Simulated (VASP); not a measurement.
Set up this calculation in VASP 6.6.1, as the native input.

```
Task                   : single point
Functional             : r2SCAN
Potentials or basis    : VASP PAW PBE potentials, release 64 (Ni)
Cutoff                 : 520 eV
k mesh                 : 14 × 14 × 14
Occupations            : fermi-dirac, width 0.1 eV
Spin                   : collinear spin, ferromagnetic start
Starting moments       : [1.85] μB
Fixed moment           : 1.85 μB
Dipole correction      : no
Further INCAR settings : ALGO = Normal; EDIFF = 1e-06; NBANDS = 15
```

The system is Ni.

```
Ni
1.0
     0.00000    1.76037    1.76037
     1.76037    0.00000    1.76037
     1.76037    1.76037    0.00000
Ni
1
Direct
  0.00000 0.00000 0.00000
```

These files were run (other wordings do the same):

POSCAR

```
Ni
1.0
    0.0000000000      1.7603666700      1.7603666700
    1.7603666700      0.0000000000      1.7603666700
    1.7603666700      1.7603666700      0.0000000000
Ni
1
Direct
    0.0000000000      0.0000000000      0.0000000000
```

INCAR.step1

```
ALGO     = Normal         # electronic algorithm
EDIFF    = 1E-4           # SCF threshold, eV
ENCUT    = 520            # plane-wave cutoff, eV
GGA      = PE             # functional
ISMEAR   = -1             # smearing method
ISPIN    = 2              # spin polarisation
LASPH    = True           # aspherical terms in the spheres
LCHARG   = False          # write CHGCAR
LMAXMIX  = 4              # l up to which the mixer works
LREAL    = False          # projectors in reciprocal space
LWAVE    = True           # write WAVECAR
MAGMOM   = 1.85           # initial moments
NBANDS   = 15             # bands
NELM     = 150            # most SCF steps
NUPDOWN  = 1.85           # fixed moment
PREC     = Accurate       # precision mode
SIGMA    = 0.1            # smearing width, eV
```

INCAR.step2

```
ALGO     = Normal         # electronic algorithm
EDIFF    = 1E-6           # SCF threshold, eV
ENCUT    = 520            # plane-wave cutoff, eV
ISIF     = 2              # what is computed and relaxed
ISMEAR   = -1             # smearing method
ISPIN    = 2              # spin polarisation
ISTART   = 1            
LASPH    = True           # aspherical terms in the spheres
LCHARG   = True           # write CHGCAR
LELF     = True           # ELF
LMAXMIX  = 4              # l up to which the mixer works
LMIXTAU  = True         
LORBIT   = 11             # projections on sites
LREAL    = False          # projectors in reciprocal space
LVHAR    = True         
LWAVE    = False          # write WAVECAR
MAGMOM   = 1.85           # initial moments
METAGGA  = R2SCAN         # meta-GGA
NBANDS   = 15             # bands
NELM     = 150            # most SCF steps
NUPDOWN  = 1.85           # fixed moment
PREC     = Accurate       # precision mode
SIGMA    = 0.1            # smearing width, eV
```

KPOINTS

```
k-points
0
Gamma
  14 14 14
```

Potentials or basis: VASP PAW PBE potentials, release 64 (Ni).

The run is started by

```console
$ cat potpaw_PBE.64/Ni/POTCAR > POTCAR
$ cp INCAR.step1 INCAR
$ mpirun -np 1 vasp_std > vasp.out
$ cp INCAR.step2 INCAR
$ mpirun -np 1 vasp_std > vasp.out
```

It gave:

```json
{
  "Pressure": "14.4 GPa",
  "Net moment": "1.85 μB per cell",
  "Site moments": "Ni +1.76 μB",
  "Valence electrons inside the program's atomic spheres": "Ni 9.28"
}
```

Caveat: the cell stands under pressure; the PAW data sets were made with another functional, which shifts forces and pressure a little; the total moment is fixed, so each spin has its own Fermi level and the state may be an excited one.

Wall time 81 s on 1 thread of Intel(R) Xeon(R) 6975P-C (Granite Rapids), with other jobs on the host, peak memory 0.15 GiB.
